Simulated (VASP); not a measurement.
# KAg in VASP: notebook

KAg is run at these levels: PBE; tasks: single point, relaxation of cell and atoms.

Program: VASP 6.6.1. These are calculated values, not measurements. Logs are shortened: lines on timing, memory, paths and dates and some standing lists are left out, and cuts for length are marked.

## (1) The cell of the first run

The typed cell holds 4 atoms: a = 4.151 Å, b = 4.141 Å, c = 8.190 Å, α = 89.94°, β = 89.90°, γ = 90.09°.

## (2) Single point, PBE

File INCAR:

```
PREC = Accurate
ENCUT = 520
EDIFF = 1E-7
ISMEAR = 0
SIGMA = 0.2
LREAL = False
LASPH = True
NELM = 100
ALGO = Fast
ISIF = 2
LWAVE = False
LCHARG = False
GGA = PE
NBANDS = 28
```

File KPOINTS:

```
Automatic mesh
0
Gamma
  6 6 4
```

File POSCAR:

```
KAg
1.0
    4.1506949718     -0.0030971343      0.0032062379
   -0.0031760323      4.1409390233      0.0018898345
    0.0083013188      0.0044281550      8.1898741485
K Ag
2 2
Direct
    0.4992155540      0.5008101012      0.2500040674
    0.5000019402      0.4991783123      0.7500292257
   -0.0005693685      0.0001015169      0.0002421884
    0.0013518743     -0.0000899304      0.4997245185
```

Potentials or basis: VASP PAW PBE potentials, release 64 (K_sv, Ag).

On the command line:

```bash
cat potpaw_PBE.64/K_sv/POTCAR potpaw_PBE.64/Ag/POTCAR > POTCAR
mpirun -np 1 vasp_std > vasp.out
```

OUTCAR:

```text
PREC = Accurate
   ENCUT = 520
   EDIFF = 1E-7
   ISMEAR = 0
   LREAL = False
   LASPH = True
   NELM = 100
   ISIF = 2
   GGA = PE

 ion  position               nearest neighbor table
   1  0.499  0.501  0.250-   4 3.57   4 3.57   3 3.57   3 3.58   3 3.58   3 3.58   4 3.58   4 3.58

   2  0.500  0.499  0.750-   3 3.57   4 3.57   3 3.58   4 3.58   4 3.58   3 3.58   4 3.58   3 3.58

   3  0.999  0.000  0.000-   1 3.57   2 3.57   1 3.58   2 3.58   1 3.58   1 3.58   2 3.58   2 3.58

   4  0.001  1.000  0.500-   1 3.57   1 3.57   2 3.57   2 3.58   2 3.58   1 3.58   2 3.58   1 3.58

  LATTYP: Found a triclinic cell.
 ALAT       =     5.8586410388
 B/A-ratio  =     0.7084744292
 C/A-ratio  =     1.9890748955
 COS(alpha) =     0.0001798201
 COS(beta)  =     0.5029453350
 COS(gamma) =     0.7074051669

  Lattice vectors:

 A1 = (  -4.1475189395,  -4.1378418890,  -0.0050960724)
 A2 = (  -4.1506949718,   0.0030971343,  -0.0032062379)
 A3 = (  -0.0019492542,  -8.2863062016,  -8.1936538175)

Analysis of symmetry for initial positions (statically):
=====================================================================
 Subroutine PRICEL returns:
 Original cell was already a primitive cell.

 Routine SETGRP: Setting up the symmetry group for a
 triclinic supercell.

 Subroutine GETGRP returns: Found  1 space group operations
 (whereof  1 operations were pure point group operations)
 out of a pool of  2 trial point group operations.

The static configuration has the point symmetry C_1 .

Analysis of symmetry for dynamics (positions and initial velocities):
=====================================================================
 Subroutine PRICEL returns:
 Original cell was already a primitive cell.

 Routine SETGRP: Setting up the symmetry group for a
 triclinic supercell.

 Subroutine GETGRP returns: Found  1 space group operations
 (whereof  1 operations were pure point group operations)
 out of a pool of  2 trial point group operations.

The dynamic configuration has the point symmetry C_1 .

 Subroutine INISYM returns: Found  1 space group operations
 (whereof  1 operations are pure point group operations),
 and found     1 'primitive' translations

----------------------------------------------------------------------------------------

                                     Primitive cell

  volume of cell :     140.7655

  direct lattice vectors                    reciprocal lattice vectors
     4.150694972 -0.003097134  0.003206238     0.240923836  0.000184896 -0.000244302
    -0.003176032  4.140939023  0.001889834     0.000180295  0.241491317 -0.000130754
     0.008301319  0.004428155  8.189874148    -0.000094360 -0.000055797  0.122102124

  length of vectors
     4.150697366  4.140940673  8.189879553     0.240924031  0.241491420  0.122102173

  position of ions in fractional coordinates (direct lattice)
     0.499215554  0.500810101  0.250004067
     0.500001940  0.499178312  0.750029226
     0.999430631  0.000101517  0.000242188
     0.001351874  0.999910070  0.499724519

  ion indices of the primitive-cell ions
   primitive index   ion index
                 1           1
                 2           2
                 3           3
                 4           4

----------------------------------------------------------------------------------------

 KPOINTS: Automatic mesh

Automatic generation of k-mesh.
 Grid dimensions read from file:
 generate k-points for:    6    6    4

 Generating k-lattice:

  Cartesian coordinates                     Fractional coordinates (reciprocal lattice)
     0.040153973  0.000030816 -0.000040717     0.166666667 -0.000000000 -0.000000000
     0.000030049  0.040248553 -0.000021792     0.000000000  0.166666667  0.000000000
    -0.000023590 -0.000013949  0.030525531    -0.000000000  0.000000000  0.250000000

  Length of vectors
     0.040154005  0.040248570  0.030525543

  Shift w.r.t. Gamma in fractional coordinates (k-lattice)
     0.000000000  0.000000000  0.000000000

 Subroutine IBZKPT returns following result:
 ===========================================

 Found     76 irreducible k-points:

 Following reciprocal coordinates:
            Coordinates               Weight
  0.000000  0.000000  0.000000      1.000000
  0.166667 -0.000000 -0.000000      2.000000
  0.333333 -0.000000 -0.000000      2.000000
  0.500000  0.000000 -0.000000      1.000000
 -0.000000  0.166667  0.000000      2.000000
  0.166667  0.166667 -0.000000      2.000000
[... 16 lines left out ...]
  0.333333 -0.000000  0.250000      2.000000
  0.500000 -0.000000  0.250000      2.000000
 [... further k-points ...]
   k-points           NKPTS =     76   k-points in BZ     NKDIM =     76   number of bands    NBANDS=     28
   number of dos      NEDOS =    301   number of ions     NIONS =      4
   total plane-waves  NPLWV =  65536
   dimension x,y,z NGX =    32 NGY =   32 NGZ =   64
   dimension x,y,z NGXF=    64 NGYF=   64 NGZF=  128
   ions per type =               2   2
   NGX,Y,Z   is equivalent  to a cutoff of  12.82, 12.85, 12.99 a.u.
   NGXF,Y,Z  is equivalent  to a cutoff of  25.63, 25.69, 25.98 a.u.
 SYSTEM =  unknown system
   PREC   = accura    normal or accurate (medium, high low for compatibility)
   ISTART =      0    job   : 0-new  1-cont  2-samecut
   ICHARG =      2    charge: 1-file 2-atom 10-const
   ISPIN  =      1    spin polarized calculation?
   LNONCOLLINEAR =      F non collinear calculations
   LSORBIT =      F    spin-orbit coupling
   LASPH  =      T    aspherical Exc in radial PAW
   ENCUT  =  520.0 eV  38.22 Ry    6.18 a.u.   7.72  7.70 15.23*2*pi/ulx,y,z
   NELM   =    100;   NELMIN=  2; NELMDL= -5     # of ELM steps
   EDIFF  = 0.1E-06   stopping-criterion for ELM
   LREAL  =      F    real-space projection
   EDIFFG = 0.1E-05   stopping-criterion for IOM
   NSW    =      0    number of steps for IOM
   IBRION =     -1    ionic relax: 0-MD 1-quasi-New 2-CG
   NFREE  =      0    steps in history (QN), initial steepest desc. (CG)
   ISIF   =      2    stress and relaxation
   ISYM   =      2    0-nonsym 1-usesym 2-fastsym
   POTIM  = 0.5000    time-step for ionic-motion
   TEBEG  =    0.0;   TEEND  =   0.0 temperature during run
   PSTRESS=    0.0 pullay stress
   NELECT =      40.0000    total number of electrons
   NUPDOWN=      -1.0000    fix difference up-down
   EMIN   =  10.00;   EMAX   =-10.00  energy-range for DOS
   EFERMI =   0.00;   METHOD = LEGACY
   ISMEAR =     0;   SIGMA  =   0.20  broadening in eV -4-tet -1-fermi 0-gaus
   EFERMI_NEDOS =   21; number of points for ismear=-14 and -15
   IALGO  =     68    algorithm
   IMIX   =      4    mixing-type and parameters
     AMIX     =   0.40;   BMIX     =  1.00
     AMIX_MAG =   1.60;   BMIX_MAG =  1.00
  volume/ion in A,a.u.               =      35.19       237.48
  Fermi-wavevector in a.u.,A,eV,Ry     =   1.076290  2.033894 15.761000  1.158401
  Thomas-Fermi vector in A             =   2.212171
   LORBIT       =      0    0 simple, 1 ext, 2 COOP (PROOUT), +10 PAW based schemes
   GGA     = PE    functional components
   LHFCALC =     F    Hartree Fock is set to
   AEXX    =    0.0000 exact exchange contribution
   IVDW    =     0    specifies the selected vdW correction
   LEPSILON=     F    determine dielectric tensor
   LRPA    =     F    only Hartree local field effects (RPA)
 non-spin polarized calculation
 RMM-DIIS sequential band-by-band and
 Gauss-broadening in eV      SIGMA  =   0.20
  energy-cutoff  :      520.00
  volume of cell :      140.77
 maximum number of plane-waves:      3812
   NGX = 15   NGY = 15   NGZ = 31

 number of electron      40.0000006 magnetization

 Free energy of the ion-electron system (eV)
  ---------------------------------------------------
  ext. energy  EPLUGINS =         0.00000000
  ---------------------------------------------------
  free energy    TOTEN  =        -7.19384896 eV

  energy without entropy =       -7.17634655  energy(sigma->0) =       -7.18509775

 E-fermi :   1.6920     XC(G=0):  -7.9674

 val. band max:        1.5952779739   @ k =  -0.0000   0.5000   0.2500
 cond. band min:       1.7289347968   @ k =   0.5000   0.1667   0.0000
 fundamental gap:      0.1336568229
 Fermi energy:         1.6920352273

 k-point     1 :       0.0000    0.0000    0.0000
  band No.  band energies     occupation
      1     -29.2394      2.00000
      2     -29.2301      2.00000
      3     -12.8384      2.00000
      4     -12.6863      2.00000
      5     -12.6858      2.00000
      6     -12.6834      2.00000
[... 20 lines left out ...]
     27       7.1931      0.00000
     28       7.2360      0.00000

 k-point     2 :       0.1667   -0.0000   -0.0000
  band No.  band energies     occupation
      1     -29.2376      2.00000
      2     -29.2284      2.00000
      3     -12.8320      2.00000
      4     -12.7216      2.00000
      5     -12.7048      2.00000
      6     -12.6832      2.00000
[... 20 lines left out ...]
     27       6.9593      0.00000
     28       7.1267      0.00000

 k-point     3 :       0.3333   -0.0000   -0.0000
  band No.  band energies     occupation
      1     -29.2339      2.00000
      2     -29.2249      2.00000
      3     -12.8192      2.00000
      4     -12.7912      2.00000
      5     -12.7667      2.00000
      6     -12.6779      2.00000
[... 20 lines left out ...]
     27       6.7004      0.00000
     28       7.4515      0.00000

 k-point     4 :       0.5000    0.0000   -0.0000
  band No.  band energies     occupation
      1     -29.2321      2.00000
      2     -29.2232      2.00000
      3     -12.8254      2.00000
      4     -12.8128      2.00000
      5     -12.7972      2.00000
      6     -12.6752      2.00000
[... 578 lines left out ...]
     27       6.7423      0.00000
     28       6.9464      0.00000

 k-point    23 :       0.3333   -0.0000    0.2500
  band No.  band energies     occupation
      1     -29.2328      2.00000
      2     -29.2260      2.00000
      3     -12.7988      2.00000
      4     -12.7877      2.00000
      5     -12.7700      2.00000
      6     -12.6969      2.00000
[... 20 lines left out ...]
     27       6.6816      0.00000
     28       7.3466      0.00000

 k-point    24 :       0.5000   -0.0000    0.2500
  band No.  band energies     occupation
      1     -29.2310      2.00000
      2     -29.2242      2.00000
      3     -12.8213      2.00000
      4     -12.8013      2.00000
      5     -12.7927      2.00000
      6     -12.6938      2.00000
[... 20 lines left out ...]
     27       6.5508      0.00000
     28       7.7131      0.00000

 [... further k-points ...]
[... 5 lines left out ...]
  --------------------------------------------------------------------------------------
  -------------------------------------------------------------------------------------
  Total       -0.0202833      0.0003418     -0.0008576      0.0110865     -0.0071679     -0.0129987
  in kB       -0.2308620      0.0038902     -0.0097613      0.1261853     -0.0815838     -0.1479503
  external PRESSURE =      -0.0789110 kB  Pullay stress =       0.0000000 kB

 VOLUME and BASIS-vectors are now :
 -----------------------------------------------------------------------------
  energy-cutoff  :      520.00
  volume of cell :      140.77
      direct lattice vectors                 reciprocal lattice vectors
     4.150694972 -0.003097134  0.003206238     0.240923836  0.000184896 -0.000244302
    -0.003176032  4.140939023  0.001889834     0.000180295  0.241491317 -0.000130754
     0.008301319  0.004428155  8.189874148    -0.000094360 -0.000055797  0.122102124

 POSITION                                       TOTAL-FORCE (eV/Angst)
 -----------------------------------------------------------------------------------
      2.07258      2.07339      2.05005         0.004331     -0.002788     -0.000080
      2.08000      2.06884      6.14519         0.001584      0.002884     -0.000469
      4.14833     -0.00267      0.00519         0.000835     -0.000401     -0.000715
      0.00658      4.14278      4.09457        -0.006750      0.000305      0.001265
 -----------------------------------------------------------------------------------
    total drift:                               -0.000038      0.000006     -0.000014

  FREE ENERGIE OF THE ION-ELECTRON SYSTEM (eV)
  ---------------------------------------------------
  free  energy   TOTEN  =        -7.1938489580 eV

  energy  without entropy=       -7.1763465464  energy(sigma->0) =       -7.18509775
```

Run time: 9 min. Hardware: 1 thread of Oxide Virtual Turin-like, shared host; peak memory 0.38 GiB.

Results:

| Item | Value |
| --- | --- |
| Free energy | -7.1938 eV |
| Pressure | 0.0 GPa |
| Largest force | 0.007 eV/Å |
| Band gap on the k mesh | zero (band 20 reaches 3.16 eV, above the bottom of band 21 at 1.39 eV) |

Forces on the atoms (eV/Å):
```
K    0.004 -0.003  0.000
K    0.002  0.003  0.000
Ag   0.001  0.000 -0.001
Ag  -0.007  0.000  0.001
```

## (3) Relaxation of cell and atoms, PBE

This run uses another cell than the first one: it holds 2 atoms, not 4.

File INCAR:

```
  PREC = Accurate
  ENCUT = 600
  EDIFF = 1E-7
  ISMEAR = 0
  SIGMA = 0.1
  LREAL = False
  LASPH = True
  NELM = 60
  ALGO = Fast
  ISIF = 3
  LWAVE = False
  LCHARG = False
  GGA = PE
  IBRION = 2
  NSW = 100
  EDIFFG = -0.01
```

File KPOINTS:

```
regular mesh
0
Gamma
  14 14 14
```

File POSCAR:

```
KAg
1.0
    4.1273822000      0.0000000000      0.0000000000
    0.0000000000      4.1273822000      0.0000000000
    0.0000000000      0.0000000000      4.1273822000
K Ag
1 1
Direct
    0.5000000000      0.5000000000      0.5000000000
    0.0000000000      0.0000000000      0.0000000000
```

Potentials or basis: VASP PAW PBE potentials, release 64 (K_sv, Ag).

On the command line:

```bash
cat potpaw_PBE.64/K_sv/POTCAR potpaw_PBE.64/Ag/POTCAR > POTCAR
mpirun -np 1 vasp_std > vasp.out
```

Run time: 4.5 min. Hardware: 1 thread of Oxide Virtual Turin-like, shared host; peak memory 0.29 GiB.

The run converged. Its results:

```yaml
Free_energy: -3.5941 eV
Pressure_after_relaxing: 0.0 GPa
Band_gap_on_the_k_mesh: zero (band 10 reaches 3.16 eV, above the bottom of band 11 at 1.41 eV)
```

Final structure:
```xyz
2
Lattice="4.1274 0.0000 0.0000 0.0000 4.1274 0.0000 0.0000 0.0000 4.1274" Properties=species:S:1:pos:R:3 pbc="T T T"
K     2.0637    2.0637    2.0637
Ag    0.0000    0.0000    0.0000
```

Levels at points of the mesh, in eV from the Fermi level:
```
           k point  band 8  band 9  band 10  band 11  band 12  band 13
(0.00, 0.00, 0.00)   -3.71   -3.71    -3.63     4.12     4.12     5.50
(0.50, 0.00, 0.00)   -3.78   -3.69    -1.56    -0.38     4.44     4.65
(0.50, 0.50, 0.00)   -3.81   -3.56    -0.68     1.52     1.52     3.55
(0.50, 0.50, 0.50)   -3.56   -3.56     1.38     1.52     1.52     1.52
```

Caveat: the relaxation stopped at its first step, so nothing moved.
